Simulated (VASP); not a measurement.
GeW:

```
Ge W
1.0
     3.26049    0.00000    0.00000
     0.00000    3.26049    0.00000
     0.00000    0.00000    3.26049
Ge W
1 1
Direct
  0.00000 0.00000 0.00000
  0.50000 0.50000 0.50000
```

- Program: VASP 6.6.1
- Task: relaxation of cell and atoms
- Functional: PBE
- Potentials or basis: VASP PAW PBE potentials, release 64 (Ge_d, W_sv)
- Cutoff: 600 eV
- k mesh: 6 × 6 × 6
- Occupations: gaussian, width 0.1 eV
- Spin: no spin polarisation

At the start: pressure -18.3 GPa; volume 17.33 Å³/atom.

Q: Where does the relaxation end?

A: Over 4 steps the energy falls by 118.6 meV/atom and the volume is 15.49 Å³/atom (-10.6 %); space group Pm-3m (No. 221, to 0.05 Å).

Step by step:
| step | energy change (eV) | largest force (eV/Å) | pressure (GPa) | volume (Å³) |
| --- | --- | --- | --- | --- |
| 1 | 0.0000 | 0.0000 | -18.32 | 34.66 |
| 2 | 0.5867 | 0.0000 | 59.16 | 25.64 |
| 3 | -0.2365 | 0.0000 | -1.30 | 31.13 |
| 4 | -0.2373 | 0.0000 | -0.29 | 30.97 |

Final structure:
```xyz
2
Lattice="3.1405 0.0000 0.0000 0.0000 3.1405 0.0000 0.0000 0.0000 3.1405" Properties=species:S:1:pos:R:3 pbc="T T T"
Ge    0.0000    0.0000    0.0000
W     1.5703    1.5703    1.5703
```
